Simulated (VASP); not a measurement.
Here is a VASP 6.6.1 calculation.

INCAR

```
SYSTEM = Mg
PREC = Accurate ; ENCUT = 520
EDIFF = 1E-8 ; ISMEAR = -1
SIGMA = 0.03 ; LREAL = .FALSE.
LASPH = .TRUE. ; NELM = 80
ALGO = Normal ; ISIF = 2
LWAVE = .FALSE. ; LCHARG = .FALSE.
GGA = PE ; LEFG = .TRUE.
NBANDS = 7
```

Contents of KPOINTS:

```
Automatic mesh
0
G
  16 16 16
  0 0 0
```

POSCAR

```
Mg
1.0
   -0.0224425600      2.2330347200      2.2330347200
    2.2330347200     -0.0224425600      2.2330347200
    2.2330347200      2.2330347200     -0.0224425600
Mg
1
Direct
    0.0000000000      0.0000000000      0.0000000000
```

Potentials or basis: VASP PAW PBE potentials, release 64 (Mg).

Launch:

```bash
$ cat potpaw_PBE.64/Mg/POTCAR > POTCAR
$ mpirun -np 1 vasp_std > vasp.out
```

**Question.** Estimate the pressure.

**Answer.** 0.7 GPa.

**Question.** Estimate the band gap on the k mesh.

**Answer.** Zero (band 1 reaches 4.13 eV, above the bottom of band 2 at 1.37 eV).

Electric field gradients, principal values (V/Å²):
```csv
atom,least,middle,greatest (by size)
1 Mg,0.303,0.303,-0.606
```

Caveat: the cell differs from its parent crystal (equal xy, yz and zx shear strains of -1 %); without QUAD_EFG the Cq values of the log hold for a quadrupole moment of 1 mb, not for the nuclei.
